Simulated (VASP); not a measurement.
Ir:

```
CELL_PARAMETERS angstrom
2.73119 0.00000 0.00000
-1.36559 2.36528 0.00000
0.00000 0.00000 4.36917
ATOMIC_POSITIONS crystal
Ir 0.33333 0.66667 0.25000
Ir 0.66667 0.33333 0.75000
```

This isn't the form of Ir at room conditions, which is fcc.

| Property | Result |
| --- | --- |
| Program | VASP 6.6.1 |
| Task | relaxation of cell and atoms |
| Functional | PBEsol |
| Potentials or basis | VASP PAW PBE potentials, release 64 (Ir) |
| Cutoff | 600 eV |
| k mesh | 18 × 18 × 10 |
| Occupations | gaussian, width 0.1 eV |
| Spin | no spin polarisation |

At the start: pressure 1.2 GPa; volume 14.11 Å³/atom.

Question: Where does the relaxation end?

Answer: Over 5 steps the energy falls by 2.3 meV/atom and the volume is 14.15 Å³/atom (+0.3 %); space group P6_3/mmc (No. 194, to 0.1 Å) before and after.

Step by step:
| step | energy change (eV) | largest force (eV/Å) | pressure (GPa) | volume (Å³) |
| --- | --- | --- | --- | --- |
| 1 | 0.0000 | 0.0000 | 1.18 | 28.22 |
| 2 | 0.0031 | 0.0000 | -4.59 | 28.65 |
| 3 | -0.0040 | 0.0000 | -1.40 | 28.40 |
| 4 | -0.0009 | 0.0000 | 3.32 | 28.06 |
| 5 | -0.0047 | 0.0000 | -0.02 | 28.30 |

Final structure:
```cif
data_structure
_symmetry_space_group_name_H-M 'P 1'
_symmetry_Int_Tables_number 1
_cell_length_a 2.7214
_cell_length_b 2.7214
_cell_length_c 4.4123
_cell_angle_alpha 90.000
_cell_angle_beta 90.000
_cell_angle_gamma 120.000
_cell_volume 28.30
loop_
_atom_site_label
_atom_site_type_symbol
_atom_site_fract_x
_atom_site_fract_y
_atom_site_fract_z
_atom_site_occupancy
Ir1 Ir 0.33333 0.66667 0.25000 1
Ir2 Ir 0.66667 0.33333 0.75000 1
```

Caveat: the PAW data sets were made with another functional, which shifts forces and pressure a little.
